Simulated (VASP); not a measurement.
# IrO2 (pbe) (P4_2/mnm) in VASP: notebook, part 2 of 2

VASP 6.6.1. The steps go on from the part before.

### Step 3. Relaxation of cell and atoms, PBE

This run uses another cell than the first one, of 10.68 Å³/atom, 0.983 times its volume.

The input, INCAR:

```
ALGO = Normal
EDIFF = 1E-7
EDIFFG = -0.002
ENCUT = 600
GGA = PE
GGA_COMPAT = F
IBRION = 2
ISIF = 3
ISMEAR = 0
LASPH = T
LCHARG = F
LREAL = F
LWAVE = F
NELM = 120
NELMIN = 4
NSW = 100
PREC = Accurate
SIGMA = 0.1
```

The input, KPOINTS:

```
k-points
0
Gamma
  8 8 12
```

The input, POSCAR:

```
IrO2
1.0
    4.5051000000      0.0000000000      0.0000000000
    0.0000000000      4.5051000000      0.0000000000
    0.0000000000      0.0000000000      3.1586000000
Ir O
2 4
Direct
    0.0000000000      0.0000000000      0.0000000000
    0.5000000000      0.5000000000      0.5000000000
    0.3077000000      0.3077000000      0.0000000000
    0.1923000000      0.8077000000      0.5000000000
    0.6923000000      0.6923000000      0.0000000000
    0.8077000000      0.1923000000      0.5000000000
```

Potentials or basis: VASP PAW PBE potentials, release 64 (Ir, O).

Launch:

```
$ cat potpaw_PBE.64/Ir/POTCAR potpaw_PBE.64/O/POTCAR > POTCAR
$ mpirun -np 1 vasp_std > vasp.out
```

OUTCAR:

```text
EDIFF = 1E-7
   EDIFFG = -0.002
   ENCUT = 600
   GGA = PE
   IBRION = 2
   ISIF = 3
   ISMEAR = 0
   LASPH = T
   LREAL = F
   NELM = 120
   NELMIN = 4
   NSW = 100
   PREC = Accurate

 ion  position               nearest neighbor table
   1  0.000  0.000  0.000-   3 1.96   5 1.96   4 2.00   6 2.00   4 2.00   6 2.00
   2  0.500  0.500  0.500-   4 1.96   6 1.96   5 2.00   3 2.00   3 2.00   5 2.00
   3  0.308  0.308  0.000-   1 1.96   2 2.00   2 2.00
   4  0.192  0.808  0.500-   2 1.96   1 2.00   1 2.00
   5  0.692  0.692  0.000-   1 1.96   2 2.00   2 2.00
   6  0.808  0.192  0.500-   2 1.96   1 2.00   1 2.00

  LATTYP: Found a simple tetragonal cell.
 ALAT       =     4.5051000000
 C/A-ratio  =     0.7011165124

  Lattice vectors:

 A1 = (   4.5051000000,   0.0000000000,   0.0000000000)
 A2 = (   0.0000000000,   4.5051000000,   0.0000000000)
 A3 = (   0.0000000000,   0.0000000000,   3.1586000000)

Analysis of symmetry for initial positions (statically):
=====================================================================
 Subroutine PRICEL returns:
 Original cell was already a primitive cell.

 Routine SETGRP: Setting up the symmetry group for a
 simple tetragonal supercell.

[... 292 lines left out ...]
  free  energy   TOTEN  =       -42.2793989882 eV

  energy  without entropy=      -42.2661801927  energy(sigma->0) =      -42.27278959

[... ionic steps 4 to 7 ...]

--------------------------------------- Ionic step        8  -------------------------------------------

 number of electron      42.0000002 magnetization

------------------------ aborting loop because EDIFF is reached ----------------------------------------
[... 75 lines left out ...]
--------------------------------------- Ionic step       10  -------------------------------------------

 number of electron      42.0000002 magnetization

 Free energy of the ion-electron system (eV)
  ---------------------------------------------------
  ext. energy  EPLUGINS =         0.00000000
  ---------------------------------------------------
  free energy    TOTEN  =       -42.28018189 eV

  energy without entropy =      -42.26693575  energy(sigma->0) =      -42.27355882

 E-fermi :   5.8129     XC(G=0): -11.8579

 val. band max:        5.8115788330   @ k =   0.3750   0.3750   0.1667
 cond. band min:       5.8149961800   @ k =   0.2500   0.0000   0.3333
 fundamental gap:      0.0034173470
 Fermi energy:         5.8129269661

 k-point     1 :       0.0000    0.0000    0.0000
  band No.  band energies     occupation
      1     -15.1444      2.00000
      2     -13.9842      2.00000
      3     -12.9863      2.00000
      4     -12.9863      2.00000
      5      -3.7446      2.00000
      6      -3.4931      2.00000
[... 661 lines left out ...]
     24       8.9161      0.00000
     25       9.3359      0.00000

 [... further k-points ...]

------------------------ aborting loop because EDIFF is reached ----------------------------------------

  FORCE on cell =-STRESS in cart. coord.  units (eV):
  Direction    XX          YY          ZZ          XY          YZ          ZX
  --------------------------------------------------------------------------------------
  -------------------------------------------------------------------------------------
  Total        0.0010694      0.0010694     -0.0009277     -0.0000000      0.0000000      0.0000000
  in kB        0.0260762      0.0260762     -0.0226193     -0.0000000      0.0000000      0.0000000
  external PRESSURE =       0.0098444 kB  Pullay stress =       0.0000000 kB
[... 21 lines left out ...]
  FREE ENERGIE OF THE ION-ELECTRON SYSTEM (eV)
  ---------------------------------------------------
  free  energy   TOTEN  =       -42.2801818931 eV

  energy  without entropy=      -42.2669357454  energy(sigma->0) =      -42.27355882

 reached required accuracy - stopping structural energy minimisation
```

OSZICAR:

```text
N       E                     dE             d eps       ncg     rms          rms(c)
DAV:   1     0.524987794448E+03    0.52499E+03   -0.23466E+04  5250   0.187E+03
DAV:   2     0.182166113473E+02   -0.50677E+03   -0.49689E+03  5329   0.504E+02
DAV:   3    -0.472994463193E+02   -0.65516E+02   -0.63969E+02  7896   0.175E+02
DAV:   4    -0.500853714358E+02   -0.27859E+01   -0.27533E+01  6320   0.343E+01
[... 83 lines left out ...]
DAV:   2    -0.422801856123E+02    0.14385E-04   -0.38448E-05  5910   0.465E-02    0.180E-02
DAV:   3    -0.422801823002E+02    0.33120E-05   -0.12723E-05  6427   0.324E-02    0.748E-03
DAV:   4    -0.422801820453E+02    0.25496E-06   -0.43575E-07  5730   0.541E-03    0.267E-03
DAV:   5    -0.422801819044E+02    0.14092E-06   -0.48122E-08  2760   0.172E-03    0.308E-04
DAV:   6    -0.422801818931E+02    0.11259E-07   -0.10226E-08  2674   0.100E-03
  10 F= -.42280182E+02 E0= -.42273559E+02  d E =-.112413E-04
```

CONTCAR:

```text
IrO2
   1.00000000000000
     4.5393427016176675    0.0000000000000000    0.0000000000000000
     0.0000000000000000    4.5393427016176675    0.0000000000000000
     0.0000000000000000    0.0000000000000000    3.1888755109270930
  Ir              O
     2     4
Direct
     0.0000000000000000    0.0000000000000000    0.0000000000000000
     0.5000000000000000    0.5000000000000000    0.5000000000000000
     0.3084996811407220    0.3084996811407220    0.0000000000000000
     0.1915003188592780    0.8084996811407220    0.5000000000000000
     0.6915003188592780    0.6915003188592780    0.0000000000000000
     0.8084996811407220    0.1915003188592780    0.5000000000000000

  0.00000000E+00  0.00000000E+00  0.00000000E+00
  0.00000000E+00  0.00000000E+00  0.00000000E+00
  0.00000000E+00  0.00000000E+00  0.00000000E+00
  0.00000000E+00  0.00000000E+00  0.00000000E+00
  0.00000000E+00  0.00000000E+00  0.00000000E+00
  0.00000000E+00  0.00000000E+00  0.00000000E+00
```

It took 8.4 min on 1 thread of Intel Xeon 6975P-C (Granite Rapids), shared host; peak memory 0.32 GiB.

Results:

| Item | Value |
| --- | --- |
| Free energy | -42.2802 eV |
| Relaxed volume | 10.95 Å³/atom |
| Relaxed cell | a = 4.539 Å, b = 4.539 Å, c = 3.189 Å, α = 90.00°, β = 90.00°, γ = 90.00° |
| Space group after relaxing (to 0.05 Å) | P4_2/mnm (No. 136) |
| Energy gained by relaxing | 6.2 meV/atom |
| Ionic steps | 10 |
| Pressure after relaxing | 0.0 GPa |
| Band gap on the k mesh | zero (band 21 reaches 6.32 eV, above the bottom of band 22 at 5.04 eV) |

The path:
```
step  energy change (eV)  largest force (eV/Å)  pressure (GPa)  volume (Å³)
   1              0.0000                0.0938            7.29        64.11
   2              0.0784                0.1263          -11.32        68.73
   3             -0.0362                0.1079           -0.10        65.72
   4             -0.0362                0.1076            0.03        65.69
   5             -0.0365                0.0607            0.05        65.73
   6             -0.0369                0.0088            0.03        65.71
   7             -0.0369                0.0036           -0.07        65.73
   8             -0.0369                0.0023           -0.10        65.74
   9             -0.0370                0.0035            0.06        65.69
  10             -0.0370                0.0012            0.00        65.71
```

Final structure:
```yaml
crystal:
  lattice:
    - [4.53934, 0.00000, 0.00000]
    - [0.00000, 4.53934, 0.00000]
    - [0.00000, 0.00000, 3.18888]
  atoms:
    - { symbol: Ir, position: [0.00000, 0.00000, 0.00000] }
    - { symbol: Ir, position: [0.50000, 0.50000, 0.50000] }
    - { symbol: O, position: [0.30850, 0.30850, 0.00000] }
    - { symbol: O, position: [0.19150, 0.80850, 0.50000] }
    - { symbol: O, position: [0.69150, 0.69150, 0.00000] }
    - { symbol: O, position: [0.80850, 0.19150, 0.50000] }
```

Levels at points of the mesh, in eV from the Fermi level:
| k point | band 18 | band 19 | band 20 | band 21 | band 22 | band 23 | band 24 | band 25 |
| --- | --- | --- | --- | --- | --- | --- | --- | --- |
| (0.00, 0.00, 0.00) | -2.36 | -2.29 | -2.18 | -2.14 | 0.64 | 1.18 | 4.02 | 4.02 |
| (0.50, 0.00, 0.00) | -1.60 | -1.27 | -1.27 | -0.29 | -0.29 | 3.46 | 3.47 | 3.47 |
| (0.50, 0.50, 0.00) | -2.43 | -2.32 | -2.32 | 0.19 | 0.19 | 2.34 | 2.34 | 4.01 |
| (0.00, 0.00, 0.50) | -1.85 | -0.68 | -0.68 | 0.25 | 0.25 | 2.17 | 2.17 | 2.64 |
| (0.50, 0.00, 0.50) | -2.67 | -1.74 | -1.74 | 0.50 | 0.50 | 1.01 | 1.01 | 4.40 |
| (0.50, 0.50, 0.50) | -1.77 | -1.17 | -1.17 | -0.46 | -0.46 | 2.12 | 2.12 | 3.09 |

Caveat: spin-orbit coupling is left out, which moves the levels of the heavy elements. Zero-point motion and thermal expansion aren't in these numbers.

### Step 4. Single point, PBE

This run uses another cell than the first one, of 10.68 Å³/atom, 0.983 times its volume.

The input, INCAR:

```
PREC = Accurate
ENCUT = 600
EDIFF = 1E-6
ISMEAR = 0
SIGMA = 0.1
LREAL = False
LASPH = True
NELM = 120
ALGO = Normal
ISIF = 2
LWAVE = False
LCHARG = True
GGA = PE
LELF = True
LVHAR = True
NBANDS = 30
GGA_COMPAT = False
```

The input, KPOINTS:

```
regular mesh
0
Gamma
  4 4 6
```

POSCAR is that of step 3.

Launch:

```
$ cat potpaw_PBE.64/Ir/POTCAR potpaw_PBE.64/O/POTCAR > POTCAR
$ mpirun -np 1 vasp_std > vasp.out
```

Wall time 26 s (1 thread of Intel Xeon 6975P-C (Granite Rapids), shared host); peak memory 0.21 GiB.

The run converged. Its results:

```
Free energy            : -42.2380 eV
Pressure               : 7.3 GPa
Largest force          : 0.112 eV/Å
Band gap on the k mesh : zero (band 21 reaches 6.70 eV, above the bottom of band 22 at 5.38 eV)
```

Forces in eV/Å, atoms in the order of the input:
```
Ir   0.000  0.000  0.000
Ir   0.000  0.000  0.000
O    0.080  0.080  0.000
O   -0.080  0.080  0.000
O   -0.080 -0.080  0.000
O    0.080 -0.080  0.000
```

Stress tensor (GPa, compression positive):
```
6.53 0.00 0.00
0.00 6.53 0.00
0.00 0.00 8.85
```

Levels at points of the mesh, in eV from the Fermi level:
```
           k point  band 19  band 20  band 21  band 22  band 23  band 24
(0.00, 0.00, 0.00)    -2.33    -2.27    -2.20     0.78     1.27     4.16
(0.50, 0.00, 0.00)    -1.25    -1.25    -0.26    -0.26     3.57     3.57
(0.50, 0.50, 0.00)    -2.36    -2.36     0.24     0.24     2.53     2.53
(0.00, 0.00, 0.50)    -0.66    -0.66     0.27     0.27     2.33     2.33
(0.50, 0.00, 0.50)    -1.74    -1.74     0.55     0.55     1.17     1.17
(0.50, 0.50, 0.50)    -1.18    -1.18    -0.48    -0.48     2.28     2.28
```

Caveat: spin-orbit coupling is left out, which moves the levels of the heavy elements.

### Step 5. The runs side by side

```tsv
task	cell	k mesh	gap on the mesh (eV)	pressure (GPa)	largest force (eV/Å)
single point	a = 4.529, b = 4.529, c = 3.180 Å, 6 atoms	8 × 8 × 12	none	2.1	0.01
relaxation of cell and atoms	relaxed from a = 4.505, b = 4.505, c = 3.159 Å, 6 atoms	8 × 8 × 12	none	0.0	-
single point	a = 4.505, b = 4.505, c = 3.159 Å, 6 atoms	4 × 4 × 6	none	7.3	0.11
```

Alike in all rows: level PBE; potentials or basis VASP PAW PBE potentials, release 64 (Ir, O); no spin polarisation; cutoff (eV) 600; smearing gaussian 0.1 eV.

Caveats: spin-orbit coupling is left out, which moves the levels of the heavy elements.

Absolute energies hang on the potentials; compare differences alone.
